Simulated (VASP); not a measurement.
# Sb (P4/mmm) in VASP: a series of runs

Runs on Sb. Level: r2SCAN. Tasks: single point.

Everything below comes from runs of VASP 6.6.1. Logs are shortened: lines on timing, memory, paths and dates and some standing lists are left out, and cuts for length are marked.

## Step 1: The cell of the first run

Symmetry: P4/mmm, No. 123, tetragonal system. The conventional cell has a = 3.413 Å, b = 3.413 Å, c = 3.034 Å, α = 90.00°, β = 90.00°, γ = 90.00°. Within 4.0 Å of Sb (site symmetry 4/mmm) lie 6 Sb at 3.03 to 3.41 Å.

## Step 2: Single point, r2SCAN (strain +0.080 along x and y, -0.040 along z)

POSCAR

```
Sb
1.0
    3.4128000000      0.0000000000      0.0000000000
    0.0000000000      3.4128000000      0.0000000000
    0.0000000000      0.0000000000      3.0336000000
Sb
1
Direct
    0.0000000000      0.0000000000      0.0000000000
```

INCAR.step1

```
PREC = Accurate ; ENCUT = 520
ISMEAR = 0 ; SIGMA = 0.15
LREAL = F ; LASPH = T
NELM = 100 ; NBANDS = 8
GGA = PE ; ALGO = Normal
EDIFF = 1E-4 ; LWAVE = T
LCHARG = F
```

INCAR.step2

```
PREC = Accurate ; ENCUT = 520
EDIFF = 1E-6 ; ISMEAR = 0
SIGMA = 0.15 ; LREAL = F
LASPH = T ; NELM = 100
ALGO = Normal ; ISIF = 2
LWAVE = F ; LCHARG = F
METAGGA = R2SCAN ; LMIXTAU = T
NBANDS = 8 ; ISTART = 1
```

KPOINTS

```
regular mesh
0
Gamma
  16 16 16
```

Potentials or basis: VASP PAW PBE potentials, release 64 (Sb).

Launch:

```
cat potpaw_PBE.64/Sb/POTCAR > POTCAR
cp INCAR.step1 INCAR
mpirun -np 1 vasp_std > vasp.out
cp INCAR.step2 INCAR
mpirun -np 1 vasp_std > vasp.out
```

OUTCAR:

```text
PREC = Accurate
   ENCUT = 520
   EDIFF = 1E-6
   ISMEAR = 0
   LREAL = F
   LASPH = T
   NELM = 100
   ISIF = 2
   METAGGA = R2SCAN
   ISTART = 1

 ion  position               nearest neighbor table
   1  0.000  0.000  0.000-

  LATTYP: Found a simple tetragonal cell.
 ALAT       =     3.4128000000
 C/A-ratio  =     0.8888888889

  Lattice vectors:

 A1 = (   3.4128000000,   0.0000000000,   0.0000000000)
 A2 = (   0.0000000000,   3.4128000000,   0.0000000000)
 A3 = (   0.0000000000,   0.0000000000,   3.0336000000)

Analysis of symmetry for initial positions (statically):
=====================================================================
 Subroutine PRICEL returns:
 Original cell was already a primitive cell.

 Routine SETGRP: Setting up the symmetry group for a
 simple tetragonal supercell.

 Subroutine GETGRP returns: Found 16 space group operations
 (whereof 16 operations were pure point group operations)
 out of a pool of 16 trial point group operations.

The static configuration has the point symmetry D_4h.

Analysis of symmetry for dynamics (positions and initial velocities):
=====================================================================
 Subroutine PRICEL returns:
 Original cell was already a primitive cell.

 Routine SETGRP: Setting up the symmetry group for a
 simple tetragonal supercell.

 Subroutine GETGRP returns: Found 16 space group operations
 (whereof 16 operations were pure point group operations)
 out of a pool of 16 trial point group operations.

The dynamic configuration has the point symmetry D_4h.

 Subroutine INISYM returns: Found 16 space group operations
 (whereof 16 operations are pure point group operations),
 and found     1 'primitive' translations

----------------------------------------------------------------------------------------

                                     Primitive cell

  volume of cell :      35.3330

  direct lattice vectors                    reciprocal lattice vectors
     3.412800000  0.000000000  0.000000000     0.293014534  0.000000000  0.000000000
     0.000000000  3.412800000  0.000000000     0.000000000  0.293014534  0.000000000
     0.000000000  0.000000000  3.033600000     0.000000000  0.000000000  0.329641350

  length of vectors
     3.412800000  3.412800000  3.033600000     0.293014534  0.293014534  0.329641350

  position of ions in fractional coordinates (direct lattice)
     0.000000000  0.000000000  0.000000000

  ion indices of the primitive-cell ions
   primitive index   ion index
                 1           1

----------------------------------------------------------------------------------------

 KPOINTS: regular mesh

Automatic generation of k-mesh.
 Grid dimensions read from file:
 generate k-points for:   16   16   16

 Generating k-lattice:

  Cartesian coordinates                     Fractional coordinates (reciprocal lattice)
     0.018313408  0.000000000  0.000000000     0.062500000  0.000000000  0.000000000
     0.000000000  0.018313408  0.000000000     0.000000000  0.062500000  0.000000000
     0.000000000  0.000000000  0.020602584     0.000000000  0.000000000  0.062500000

  Length of vectors
     0.018313408  0.018313408  0.020602584

  Shift w.r.t. Gamma in fractional coordinates (k-lattice)
     0.000000000  0.000000000  0.000000000

 Subroutine IBZKPT returns following result:
 ===========================================

 Found    405 irreducible k-points:

 Following reciprocal coordinates:
            Coordinates               Weight
  0.000000  0.000000  0.000000      1.000000
  0.062500  0.000000  0.000000      4.000000
  0.125000  0.000000  0.000000      4.000000
  0.187500  0.000000  0.000000      4.000000
  0.250000  0.000000  0.000000      4.000000
  0.312500  0.000000  0.000000      4.000000
[... 16 lines left out ...]
  0.437500  0.125000  0.000000      8.000000
  0.500000  0.125000  0.000000      4.000000
 [... further k-points ...]
   k-points           NKPTS =    405   k-points in BZ     NKDIM =    405   number of bands    NBANDS=      8
   number of dos      NEDOS =    301   number of ions     NIONS =      1
   total plane-waves  NPLWV =  18816
   dimension x,y,z NGX =    28 NGY =   28 NGZ =   24
   dimension x,y,z NGXF=    56 NGYF=   56 NGZF=   48
   ions per type =               1
   NGX,Y,Z   is equivalent  to a cutoff of  13.64, 13.64, 13.15 a.u.
   NGXF,Y,Z  is equivalent  to a cutoff of  27.28, 27.28, 26.30 a.u.
 SYSTEM =  unknown system
   PREC   = accura    normal or accurate (medium, high low for compatibility)
   ISTART =      1    job   : 0-new  1-cont  2-samecut
   ICHARG =      0    charge: 1-file 2-atom 10-const
   ISPIN  =      1    spin polarized calculation?
   LNONCOLLINEAR =      F non collinear calculations
   LSORBIT =      F    spin-orbit coupling
   LASPH  =      T    aspherical Exc in radial PAW
   ENCUT  =  520.0 eV  38.22 Ry    6.18 a.u.   6.35  6.35  5.64*2*pi/ulx,y,z
   NELM   =    100;   NELMIN=  2; NELMDL=  0     # of ELM steps
   EDIFF  = 0.1E-05   stopping-criterion for ELM
   LREAL  =      F    real-space projection
   EDIFFG = 0.1E-04   stopping-criterion for IOM
   NSW    =      0    number of steps for IOM
   IBRION =     -1    ionic relax: 0-MD 1-quasi-New 2-CG
   NFREE  =      0    steps in history (QN), initial steepest desc. (CG)
   ISIF   =      2    stress and relaxation
   ISYM   =      2    0-nonsym 1-usesym 2-fastsym
   POTIM  = 0.5000    time-step for ionic-motion
   TEBEG  =    0.0;   TEEND  =   0.0 temperature during run
   PSTRESS=    0.0 pullay stress
   NELECT =       5.0000    total number of electrons
   NUPDOWN=      -1.0000    fix difference up-down
   EMIN   =  10.00;   EMAX   =-10.00  energy-range for DOS
   EFERMI =   0.00;   METHOD = LEGACY
   ISMEAR =     0;   SIGMA  =   0.15  broadening in eV -4-tet -1-fermi 0-gaus
   EFERMI_NEDOS =   21; number of points for ismear=-14 and -15
   IALGO  =     38    algorithm
   IMIX   =      4    mixing-type and parameters
     AMIX     =   0.40;   BMIX     =  1.00
     AMIX_MAG =   1.60;   BMIX_MAG =  1.00
  volume/ion in A,a.u.               =      35.33       238.44
  Fermi-wavevector in a.u.,A,eV,Ry     =   0.853110  1.612143  9.902266  0.727796
  Thomas-Fermi vector in A             =   1.969501
   LORBIT       =      0    0 simple, 1 ext, 2 COOP (PROOUT), +10 PAW based schemes
   METAGGA = R2SCAN    functional components
   LHFCALC =     F    Hartree Fock is set to
   AEXX    =    0.0000 exact exchange contribution
   IVDW    =     0    specifies the selected vdW correction
   LEPSILON=     F    determine dielectric tensor
   LRPA    =     F    only Hartree local field effects (RPA)
 non-spin polarized calculation
 Gauss-broadening in eV      SIGMA  =   0.15
  energy-cutoff  :      520.00
  volume of cell :       35.33
 maximum number of plane-waves:       973
 NGX is ok and might be reduce to    28
   NGX = 13   NGY = 13   NGZ = 11

 number of electron       5.0000000 magnetization

 Free energy of the ion-electron system (eV)
  ---------------------------------------------------
  ext. energy  EPLUGINS =         0.00000000
  ---------------------------------------------------
  free energy    TOTEN  =       -25.41652154 eV

  energy without entropy =      -25.41064810  energy(sigma->0) =      -25.41358482

 E-fermi :   5.0603     XC(G=0):  -9.3551

 val. band max:        5.0533882141   @ k =   0.3125   0.3125   0.4375
 cond. band min:       5.0692926856   @ k =   0.3125   0.1875   0.0000
 fundamental gap:      0.0159044715
 Fermi energy:         5.0603205291

 k-point     1 :       0.0000    0.0000    0.0000
  band No.  band energies     occupation
      1      -6.7978      2.00000
      2       7.0349      0.00000
      3       7.0349      0.00000
      4      10.2090      0.00000
      5      11.5013      0.00000
      6      11.5363      0.00000
      7      14.6541      0.00000
      8      21.3671      0.00000

 k-point     2 :       0.0625    0.0000    0.0000
  band No.  band energies     occupation
      1      -6.7556      2.00000
      2       6.5127      0.00000
      3       7.0735      0.00000
      4      10.2486      0.00000
      5      11.5596      0.00000
      6      12.1177      0.00000
      7      14.7029      0.00000
      8      20.7528      0.00000

 k-point     3 :       0.1250    0.0000    0.0000
  band No.  band energies     occupation
      1      -6.6308      2.00000
      2       5.4079      0.00105
      3       7.1865      0.00000
      4      10.3641      0.00000
      5      11.6843      0.00000
      6      13.4182      0.00000
      7      14.8743      0.00000
      8      19.7197      0.00000

 k-point     4 :       0.1875    0.0000    0.0000
  band No.  band energies     occupation
      1      -6.4298      2.00000
      2       4.1852      2.00000
      3       7.3647      0.00000
      4      10.5465      0.00000
      5      11.8890      0.00000
      6      14.6174      0.00000
      7      15.4795      0.00000
      8      18.6806      0.00000

 k-point     5 :       0.2500    0.0000    0.0000
  band No.  band energies     occupation
      1      -6.1652      2.00000
      2       3.0157      2.00000
      3       7.5917      0.00000
      4      10.7786      0.00000
      5      12.1685      0.00000
      6      15.0760      0.00000
      7      16.8497      0.00000
      8      17.7205      0.00000
[... 177 lines left out ...]
 k-point    22 :       0.3750    0.1250    0.0000
  band No.  band energies     occupation
      1      -5.3896      2.00000
      2       1.3035      2.00000
      3       6.5392      0.00000
      4      11.4272      0.00000
      5      13.3485      0.00000
      6      14.6815      0.00000
      7      16.5454      0.00000
      8      19.2015      0.00000

 k-point    23 :       0.4375    0.1250    0.0000
  band No.  band energies     occupation
      1      -5.1536      2.00000
      2       0.7430      2.00000
      3       6.7379      0.00000
      4      11.6015      0.00000
      5      12.9478      0.00000
      6      14.8557      0.00000
      7      17.0298      0.00000
      8      18.7633      0.00000

 k-point    24 :       0.5000    0.1250    0.0000
  band No.  band energies     occupation
      1      -5.0621      2.00000
      2       0.5428      2.00000
      3       6.8130      0.00000
      4      11.6661      0.00000
      5      12.7984      0.00000
      6      14.9303      0.00000
      7      17.3389      0.00000
      8      18.3847      0.00000

 [... further k-points ...]
[... 5 lines left out ...]
  --------------------------------------------------------------------------------------
  -------------------------------------------------------------------------------------
  Total       -2.0309544     -2.0309544     -0.1099734      0.0000000     -0.0000000      0.0000000
  in kB      -92.0938768    -92.0938768     -4.9867568      0.0000000     -0.0000000      0.0000000
  external PRESSURE =     -63.0581701 kB  Pullay stress =       0.0000000 kB

 VOLUME and BASIS-vectors are now :
 -----------------------------------------------------------------------------
  energy-cutoff  :      520.00
  volume of cell :       35.33
      direct lattice vectors                 reciprocal lattice vectors
     3.412800000  0.000000000  0.000000000     0.293014534  0.000000000  0.000000000
     0.000000000  3.412800000  0.000000000     0.000000000  0.293014534  0.000000000
     0.000000000  0.000000000  3.033600000     0.000000000  0.000000000  0.329641350

 POSITION                                       TOTAL-FORCE (eV/Angst)
 -----------------------------------------------------------------------------------
      0.00000      0.00000      0.00000         0.000000      0.000000      0.000000
 -----------------------------------------------------------------------------------
    total drift:                                0.000000     -0.000000      0.000000

  FREE ENERGIE OF THE ION-ELECTRON SYSTEM (eV)
  ---------------------------------------------------
  free  energy   TOTEN  =       -25.4165215437 eV

  energy  without entropy=      -25.4106481000  energy(sigma->0) =      -25.41358482
```

It took 1.7 min on 1 thread of Intel Xeon 6975P-C (Granite Rapids), shared host; peak memory 0.24 GiB.

Results:

- Free energy: -25.4165 eV
- Pressure: -6.3 GPa
- Band gap on the k mesh: zero (an odd number of electrons rules out a gap without spin polarisation)

Levels at points of the mesh, in eV from the Fermi level:
```csv
k point,band 1,band 2,band 3,band 4,band 5,band 6,band 7
"(0.00, 0.00, 0.00)",-11.86,1.97,1.97,5.15,6.44,6.48,9.59
"(0.50, 0.00, 0.00)",-10.29,-4.68,3.25,6.45,8.32,10.56,10.60
"(0.50, 0.50, 0.00)",-8.69,-3.24,-3.24,2.92,7.73,12.90,14.78
"(0.00, 0.00, 0.50)",-8.87,-5.04,4.37,4.37,9.05,9.90,10.57
"(0.50, 0.00, 0.50)",-7.15,-3.76,-2.21,3.22,5.64,11.95,11.99
"(0.50, 0.50, 0.50)",-5.31,-2.58,-0.88,-0.88,5.21,5.21,6.07
```

Caveat: the cell differs from its parent crystal (strain +0.080 along x and y, -0.040 along z); the cell stands under tension; the PAW data sets were made with another functional, which shifts forces and pressure a little; spin-orbit coupling is left out, which moves the levels of the heavy elements.

## Step 3: Single point, r2SCAN (strain +0.080 along x and y, +0.000 along z)

Changes to POSCAR since step 2:

```diff
@@ -4,3 +4,3 @@
     0.0000000000      3.4128000000      0.0000000000
-    0.0000000000      0.0000000000      3.0336000000
+    0.0000000000      0.0000000000      3.1600000000
 Sb
```

INCAR.step1

```
PREC = Accurate
ENCUT = 520
ISMEAR = 0
SIGMA = 0.15
LREAL = False
LASPH = True
NELM = 60
NBANDS = 8
GGA = PE
ALGO = Normal
EDIFF = 1E-4
LWAVE = True
LCHARG = False
```

INCAR.step2

```
PREC = Accurate
ENCUT = 520
EDIFF = 1E-7
ISMEAR = 0
SIGMA = 0.15
LREAL = False
LASPH = True
NELM = 60
ALGO = Normal
ISIF = 2
LWAVE = False
LCHARG = False
METAGGA = R2SCAN
LMIXTAU = True
NBANDS = 8
ISTART = 1
```

KPOINTS

```
Automatic mesh
0
Gamma
  16 16 16
```

Potentials or basis: VASP PAW PBE potentials, release 64 (Sb).

Launch:

```
cat potpaw_PBE.64/Sb/POTCAR > POTCAR
cp INCAR.step1 INCAR
mpirun -np 1 vasp_std > vasp.out
cp INCAR.step2 INCAR
mpirun -np 1 vasp_std > vasp.out
```

It took 1.8 min on 1 thread of Intel Xeon 6975P-C (Granite Rapids), shared host; peak memory 0.24 GiB.

The run converged. Its results:

```
Free energy            : -25.3891 eV
Pressure               : -7.8 GPa
Band gap on the k mesh : zero (an odd number of electrons rules out a gap without spin polarisation)
```

Stress tensor (GPa, compression positive):
```
-9.12  0.00  0.00
 0.00 -9.12  0.00
 0.00  0.00 -5.14
```

Levels at points of the mesh, in eV from the Fermi level:
| k point | band 1 | band 2 | band 3 | band 4 | band 5 | band 6 | band 7 | band 8 |
| --- | --- | --- | --- | --- | --- | --- | --- | --- |
| (0.00, 0.00, 0.00) | -11.53 | 2.26 | 2.26 | 4.19 | 6.70 | 6.72 | 8.70 | 16.49 |
| (0.50, 0.00, 0.00) | -9.94 | -4.43 | 3.55 | 5.49 | 8.53 | 10.65 | 10.81 | 11.14 |
| (0.50, 0.50, 0.00) | -8.31 | -2.99 | -2.99 | 3.12 | 6.76 | 12.34 | 14.02 | 14.02 |
| (0.00, 0.00, 0.50) | -9.08 | -4.68 | 4.23 | 4.23 | 8.91 | 10.09 | 10.63 | 10.77 |
| (0.50, 0.00, 0.50) | -7.38 | -3.34 | -2.36 | 3.29 | 5.49 | 11.73 | 12.25 | 12.80 |
| (0.50, 0.50, 0.50) | -5.56 | -2.10 | -1.03 | -1.03 | 5.34 | 5.34 | 5.90 | 7.94 |

Caveat: the cell differs from its parent crystal (strain +0.080 along x and y, +0.000 along z); the cell stands under tension; the PAW data sets were made with another functional, which shifts forces and pressure a little; spin-orbit coupling is left out, which moves the levels of the heavy elements.

(Part 1 of 3 ends here.)
